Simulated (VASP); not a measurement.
# TaN: single point with PBE+D3(BJ)

Crystal: TaN.

```
CELL_PARAMETERS angstrom
5.19663 0.00000 0.00000
-2.59831 4.50041 0.00000
0.00000 0.00000 2.90730
ATOMIC_POSITIONS crystal
Ta 0.00000 0.00000 0.00000
Ta 0.66667 0.33333 0.50000
Ta 0.33333 0.66667 0.50000
N 0.00000 0.39316 0.00000
N 0.60684 0.60684 0.00000
N 0.39316 0.00000 0.00000
```

- Program: VASP 6.6.1
- Task: single point
- Functional: PBE
- Dispersion: D3(BJ)
- Potentials or basis: VASP PAW PBE potentials, release 64 (Ta_pv, N)
- Cutoff: 520 eV
- k mesh: 6 × 6 × 9
- Occupations: fermi-dirac, width 0.05 eV
- Spin: no spin polarisation
- Dipole correction: no
- Further INCAR settings: ALGO = Normal; EDIFF = 1e-06; NBANDS = 33

- Pressure: -0.5 GPa
- Largest force: 0.011 eV/Å
- Band gap on the k mesh: zero (band 24 reaches 10.10 eV, above the bottom of band 25 at 7.01 eV)
- Dispersion energy per atom: -0.442 eV

Forces on the atoms (eV/Å):
```
Ta   0.000  0.000  0.000
Ta   0.000  0.000  0.000
Ta   0.000  0.000  0.000
N   -0.005  0.009  0.000
N   -0.005 -0.009  0.000
N    0.011  0.000  0.000
```

Stress tensor (GPa, compression positive):
```
-0.47  0.00  0.00
 0.00 -0.47  0.00
 0.00  0.00 -0.65
```

Levels at points of the mesh, in eV from the Fermi level:
```
           k point  band 21  band 22  band 23  band 24  band 25  band 26  band 27  band 28
(0.00, 0.00, 0.00)    -4.24    -3.31    -1.90    -0.90    -0.90     0.63     0.63     1.85
(0.50, 0.00, 0.00)    -3.89    -3.86    -2.82    -2.60     1.24     1.84     1.94     2.45
```

Wall time 100 s on 1 thread of Intel Xeon 6975P-C, on a shared host, peak memory 0.23 GiB.

Caveat: three body term missing; spin-orbit coupling is left out, which moves the levels of the heavy elements; pairwise dispersion overbinds metals, which lowers pressure and volume.
